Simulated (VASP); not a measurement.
Write the native input for VASP 6.6.1 that does the following.

* Task: single point
* Functional: PBE
* Dispersion: D3(BJ)
* Potentials or basis: VASP PAW PBE potentials, release 64 (Li_sv)
* Cutoff: 520 eV
* k mesh: 4 × 4 × 1
* Occupations: gaussian, width 0.1 eV
* Spin: no spin polarisation
* Dipole correction: yes
* Further INCAR settings: ALGO = Normal; EDIFF = 1e-06; NBANDS = 30

The structure of Li lies in POSCAR:

```
Li
1.0
    5.7591582653      0.0000000000      0.0000000000
   -1.9197194218      5.4297864845      0.0000000000
    0.0000000000      0.0000000000     22.7023330327
Li
12
Direct
    0.2500000000      0.2500000000      0.3523866903
    0.2500000000      0.7500000000      0.3523866903
    0.7500000000      0.2500000000      0.3523866903
    0.7500000000      0.7500000000      0.3523866903
    0.5084575209      0.4565586391      0.4577314194
    0.5599252735     -0.0406890295      0.4577224931
    0.0115505509      0.4524149629      0.4497577760
    0.0571241939     -0.0333849064      0.4496859463
    0.8158514183      0.7183138926      0.5548187147
    0.8066038429      0.2578462729      0.5635655990
    0.2495215329      0.7013951935      0.5550521540
    0.2573372778      0.1616369363      0.5634987034
```

The input as run:

INCAR

```
SYSTEM = Li
PREC = Accurate
ENCUT = 520
EDIFF = 1E-6
ISMEAR = 0
SIGMA = 0.1
LREAL = .False.
LASPH = .True.
NELM = 100
ALGO = Normal
ISIF = 2
LWAVE = .False.
LCHARG = .False.
LDIPOL = .True.
IDIPOL = 3
DIPOL = 0.5 0.5 0.455
GGA = PE
IVDW = 12
NBANDS = 30
```

KPOINTS

```
Automatic mesh
0
Gamma
  4 4 1
  0 0 0
```

Potentials or basis: VASP PAW PBE potentials, release 64 (Li_sv).

Command:

```sh
$ cat potpaw_PBE.64/Li_sv/POTCAR > POTCAR
$ mpirun -np 1 vasp_std > vasp.out
```

Results of the run:

- Largest force: 0.762 eV/Å
- Band gap on the k mesh: zero (band 18 reaches -1.70 eV, above the bottom of band 19 at -1.97 eV)
- Dispersion energy per atom: -0.130 eV

Wall time 4.2 min on 1 thread of Intel(R) Xeon(R) 6975P-C (Granite Rapids) (shared host), peak memory 0.77 GiB.
